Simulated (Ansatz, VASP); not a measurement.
# BAs: VASP beside Ansatz

```
B As
1.0
     0.00000    2.38394    2.38394
     2.38394    0.00000    2.38394
     2.38394    2.38394    0.00000
B As
1 1
Direct
  0.00000 0.00000 0.00000
  0.25000 0.25000 0.25000
```

Alike in both runs: task relaxation of cell and atoms; functional PBEsol; k mesh 10 × 10 × 10; no spin polarisation.

|  | VASP | Ansatz |
| --- | --- | --- |
| version | VASP 6.6.1 | Ansatz 0.2.0 |
| potentials or method | VASP PAW PBE potentials, release 64 (B, As), cutoff 600 eV | scalar-relativistic, plane waves, PAW |
| occupations | gaussian, width 0.01 eV | fixed |
| valence electrons in the cell | 8 | 18 |

```tsv
	VASP	Ansatz	Ansatz less VASP
gap on the k mesh at the Fermi level, each at its own relaxed structure (eV)	1.08	1.08	+0.003
relaxed volume (Å³/atom)	13.63	13.55	-0.083
relaxed cell length with the largest relative difference (Å)	3.378	3.371	-0.0068
```

VASP's potentials were made for PBE, not for PBEsol. VASP's potentials hold 8 valence electrons a cell and Ansatz's 18, so a difference there can come from the potentials and not from the codes.
